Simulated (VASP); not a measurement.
Set up this calculation in VASP 6.6.1, as the native input.

```
Task                   : single point
Functional             : PBEsol
Potentials or basis    : VASP PAW PBE potentials, release 64 (Al, Cu)
Cutoff                 : 520 eV
k mesh                 : 16 × 16 × 16
Occupations            : gaussian, width 0.15 eV
Spin                   : no spin polarisation
Dipole correction      : no
Further INCAR settings : ALGO = Fast; EDIFF = 1e-06; NBANDS = 14
```

The structure of AlCu lies in POSCAR:

```
AlCu
1.0
    2.9975090000      0.0562032938      0.0000000000
    0.0562032938      2.9975090000      0.0000000000
    0.0000000000      0.0000000000      2.9975090000
Al Cu
1 1
Direct
    0.0000000000      0.0000000000      0.0000000000
    0.5000000000      0.5000000000      0.5000000000
```

This cell differs from its parent crystal: strain +0.0375 x Voigt [0, 0, 0, 0, 0, 1].

The input as run:

INCAR

```
ALGO = Fast
EDIFF = 1E-6
ENCUT = 520
GGA = PS
ISIF = 2
ISMEAR = 0
LASPH = T
LCHARG = F
LREAL = F
LWAVE = F
NBANDS = 14
NELM = 60
PREC = Accurate
SIGMA = 0.15
```

KPOINTS

```
k-points
0
Gamma
  16 16 16
```

Potentials or basis: VASP PAW PBE potentials, release 64 (Al, Cu).

The run is started by

```bash
$ cat potpaw_PBE.64/Al/POTCAR potpaw_PBE.64/Cu/POTCAR > POTCAR
$ mpirun -np 1 vasp_std > vasp.out
```

Results of the run:

The pressure is -4.3 GPa and the band gap on the k mesh is zero (band 7 reaches 12.66 eV, above the bottom of band 8 at 8.02 eV).

Caveat: the cell differs from its parent crystal (strain +0.0375 x Voigt [0, 0, 0, 0, 0, 1]); the PAW data sets were made with another functional, which shifts forces and pressure a little.

Wall time 86 s on 1 thread of Intel(R) Xeon(R) 6975P-C (Granite Rapids) (shared host), peak memory 0.35 GiB.
